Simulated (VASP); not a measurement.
Write the native input for VASP 6.6.1 that does the following.

| Property | Result |
| --- | --- |
| Task | single point |
| Functional | PBE |
| Dispersion | D3(BJ) |
| Potentials or basis | VASP PAW PBE potentials, release 64 (O, H, S) |
| Cutoff | 520 eV |
| k mesh | 1 × 1 × 1 |
| Occupations | fermi-dirac, width 0.05 eV |
| Spin | no spin polarisation |
| Dipole correction | no |
| Further INCAR settings | LREAL = Auto; ALGO = Normal; EDIFF = 1e-06; NBANDS = 60 |

The structure of H16SO10 lies in POSCAR:

```
H16SO10
1.0
    6.7968840000      0.0000000000      0.0000000000
    0.0000000000      6.7968840000      0.0000000000
    0.0000000000      0.0000000000      6.7968840000
O H S
10 16 1
Direct
    0.5829877338      0.5772792356      0.2916336368
    0.2470543855      0.8012936516      0.1020173362
    0.7992633095      0.4835156816      1.0006791347
    0.3635636565      0.9091813249      0.5169427638
    0.6841811630      0.8192871910      0.7963060720
    0.4988315234      0.1168476614      0.0554813058
   -0.0934840141      0.0528330335      0.1769045933
    0.1750213774      0.5795596924      0.7735603550
    0.8759307942      0.4629180077      0.5510907645
    0.5297427468      0.4705244344      0.6670703811
    0.6516662635      0.6905664419      0.3292538169
    0.6904928788      0.5583293756      0.1424770527
    0.3585613643      0.8582020820      0.0174491723
    0.2131123615      0.6844901281      0.0244965193
    0.7662481808      0.5441611185      0.8780346994
    0.9152870639      0.5445142215      1.0493043577
    0.4624472037      1.0192611791      0.5384526203
    0.4170881833      0.8735179238      0.3774670864
    0.7977037713      0.8406352087      0.7165636489
    0.5903440459      0.7452091282      0.7278923695
    0.5869601423      0.2283399275      0.0877166655
    0.5710116577      0.0112110196     -0.0018979285
   -0.0750638087      0.1694600055      0.1035768743
    0.0491548774      0.0333976569      0.1750066648
    0.0850536805      0.5492516865      0.6671880821
    0.3022561515      0.5463974374      0.7341599474
    0.6579044162      0.4000951024      0.5180314980
```

These files were run (other wordings do the same):

INCAR

```
PREC = Accurate ; ENCUT = 520
EDIFF = 1E-6 ; ISMEAR = -1
SIGMA = 0.05 ; LREAL = Auto
LASPH = T ; NELM = 80
ALGO = Normal ; ISIF = 2
LWAVE = F ; LCHARG = F
GGA = PE ; IVDW = 12
NBANDS = 60
```

KPOINTS

```
Automatic mesh
0
Gamma
  1 1 1
```

Potentials or basis: VASP PAW PBE potentials, release 64 (O, H, S).

Command:

```bash
$ cat potpaw_PBE.64/O/POTCAR potpaw_PBE.64/H/POTCAR potpaw_PBE.64/S/POTCAR > POTCAR
$ mpirun -np 1 vasp_gam > vasp.out
```

It gave:

```json
{
  "Pressure": "1.6 GPa",
  "Largest force": "5.351 eV/Å",
  "Band gap on the k mesh": "3.48 eV",
  "Dispersion energy per atom": "-0.040 eV"
}
```

Caveat: the k points lie up to 0.92 Å⁻¹ apart.

It took 32 s on 1 thread of Intel(R) Xeon(R) Platinum 8488C (Sapphire Rapids), with other jobs on the host, peak memory 0.37 GiB.
